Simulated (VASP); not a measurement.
## Si16N (a cell with a defect): single point with PBE+D3(BJ)

Crystal: Si16N (a cell with a defect).

```
Si N
1.0
     0.00000    5.43000    5.43000
     5.43000    0.00000    5.43000
     5.43000    5.43000    0.00000
Si N
16 1
Direct
  0.04158 0.98427 0.94882
  0.13875 0.08063 0.12011
  0.91318 0.03443 0.48734
  0.08854 0.14336 0.56482
  0.00718 0.44672 0.03634
  0.14638 0.63465 0.10181
  0.95363 0.52580 0.47936
  0.03460 0.63230 0.69285
  0.48139 0.99684 0.09419
  0.68345 0.19482 0.07202
  0.47412 0.10848 0.39883
  0.54371 0.19721 0.61857
  0.53491 0.57865 0.95529
  0.63467 0.61480 0.19655
  0.40428 0.58721 0.52671
  0.57640 0.72200 0.57644
  0.48847 0.02241 0.85534
```

| Property | Result |
| --- | --- |
| Program | VASP 6.6.1 |
| Task | single point |
| Functional | PBE |
| Dispersion | D3(BJ) |
| Potentials or basis | VASP PAW PBE potentials, release 64 (Si, N) |
| Cutoff | 520 eV |
| k mesh | 2 × 2 × 2 |
| Occupations | fermi-dirac, width 0.05 eV |
| Spin | collinear spin, ferromagnetic start |
| Starting moments | [0.0, 0.0, 0.0, 0.0, 0.0, 0.0, 0.0, 0.0, 0.0, 0.0, 0.0, 0.0, 0.0, 0.0, 0.0, 0.0, 1.0] μB |

* Pressure: -0.4 GPa
* Largest force: 3.049 eV/Å
* Net moment: 0.00 μB per cell
* Valence electrons inside the program's atomic spheres: Si 1.70, 1.67, 1.66, 1.64, 1.62, 1.65, 1.68, 1.71, 1.60; N 3.82
* Dispersion energy per atom: -0.312 eV

Forces in eV/Å, atoms in the order of the input:
```
Si   0.529 -1.820  0.732
Si   0.420  0.044 -0.340
Si  -0.844  0.767 -0.594
Si   0.923  0.791  1.192
Si   1.585  0.644  0.562
Si  -1.114  1.370 -1.276
Si   0.422  0.428  0.342
Si  -1.145 -2.331  1.083
Si  -0.886  0.872  1.104
Si  -1.272 -1.489  0.632
Si   1.643  1.340 -2.191
Si  -0.498 -2.113  1.185
Si   0.234 -0.232 -0.662
Si  -1.122 -1.201  0.666
Si  -0.157  0.907 -1.725
Si   0.468  1.086  0.671
N    0.813  0.939 -1.381
```

Stress tensor (GPa, compression positive):
```
-1.46  1.02 -2.26
 1.02  0.11 -2.69
-2.26 -2.69  0.29
```

Levels at points of the mesh, in eV from the Fermi level:
Spin up:
```
           k point  band 32  band 33  band 34  band 35  band 36  band 37
(0.00, 0.00, 0.00)    -0.54    -0.34    -0.25     0.12     0.35     0.58
(0.50, 0.00, 0.00)    -0.92    -0.42    -0.21     0.13     0.67     1.00
(0.00, 0.50, 0.00)    -1.10    -0.80    -0.45    -0.20     0.91     0.99
(0.00, 0.00, 0.50)    -0.71    -0.37    -0.28    -0.03     0.97     1.11
(0.50, 0.50, 0.50)    -0.96    -0.85    -0.68    -0.32     0.76     1.24
(0.50, 0.50, 0.00)    -1.10    -0.92    -0.56     0.42     0.99     1.56
(0.00, 0.50, 0.50)    -1.14    -0.71    -0.39     0.02     1.32     1.42
(0.50, 0.00, 0.50)    -1.02    -0.94    -0.79    -0.09     1.19     1.43
```
Spin down:
| k point | band 32 | band 33 | band 34 | band 35 | band 36 | band 37 |
| --- | --- | --- | --- | --- | --- | --- |
| (0.00, 0.00, 0.00) | -0.54 | -0.34 | -0.25 | 0.12 | 0.35 | 0.58 |
| (0.50, 0.00, 0.00) | -0.92 | -0.42 | -0.21 | 0.13 | 0.67 | 1.00 |
| (0.00, 0.50, 0.00) | -1.10 | -0.80 | -0.45 | -0.20 | 0.91 | 0.99 |
| (0.00, 0.00, 0.50) | -0.71 | -0.37 | -0.28 | -0.03 | 0.97 | 1.11 |
| (0.50, 0.50, 0.50) | -0.96 | -0.85 | -0.68 | -0.32 | 0.76 | 1.24 |
| (0.50, 0.50, 0.00) | -1.10 | -0.92 | -0.56 | 0.42 | 0.99 | 1.56 |
| (0.00, 0.50, 0.50) | -1.14 | -0.71 | -0.39 | 0.02 | 1.32 | 1.42 |
| (0.50, 0.00, 0.50) | -1.02 | -0.94 | -0.79 | -0.09 | 1.19 | 1.43 |

It took 4.7 min on 1 thread of Intel(R) Xeon(R) 6975P-C (Granite Rapids), on a shared host, peak memory 0.71 GiB.

Caveat: the k points lie up to 0.50 Å⁻¹ apart.
